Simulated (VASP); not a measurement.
BeTe2, 6 atoms in the cell. It takes space group I4_1/amd (No. 141, tetragonal). Conventional cell: a = 4.960 Å, b = 4.960 Å, c = 12.466 Å, α = 90.00°, β = 90.00°, γ = 90.00°. Within 3.3 Å of Be (site symmetry -4m2) lie 6 Te at 2.54 to 2.58 Å. Te (site symmetry 2mm) has 3 Be at 2.54 to 2.58 Å and 2 Te at 3.21 Å within 3.3 Å. 

| Quantity | Value |
| --- | --- |
| Program | VASP 6.6.1 |
| Task | single point |
| Functional | PBE |
| Potentials or basis | VASP PAW PBE potentials, release 64 (Be, Te) |
| Cutoff | 520 eV |
| k mesh | 6 × 6 × 6 |
| Occupations | gaussian, width 0.1 eV |
| Spin | no spin polarisation |
| Dipole correction | no |
| Further INCAR settings | ALGO = Normal; EDIFF = 1e-07; NBANDS = 23 |

Potentials or basis: VASP PAW PBE potentials, release 64 (Be, Te).

Command:

```bash
$ cat potpaw_PBE.64/Be/POTCAR potpaw_PBE.64/Te/POTCAR > POTCAR
$ mpirun -np 1 vasp_std > vasp.out
```

Hardware: 1 thread of Intel(R) Xeon(R) 6975P-C (Granite Rapids), with other jobs on the host.

Estimate the wall time of this run.

Wall time 2.1 min on 1 thread of Intel(R) Xeon(R) 6975P-C (Granite Rapids), with other jobs on the host, peak memory 0.42 GiB. Counts: scf iterations 15, k points 30.
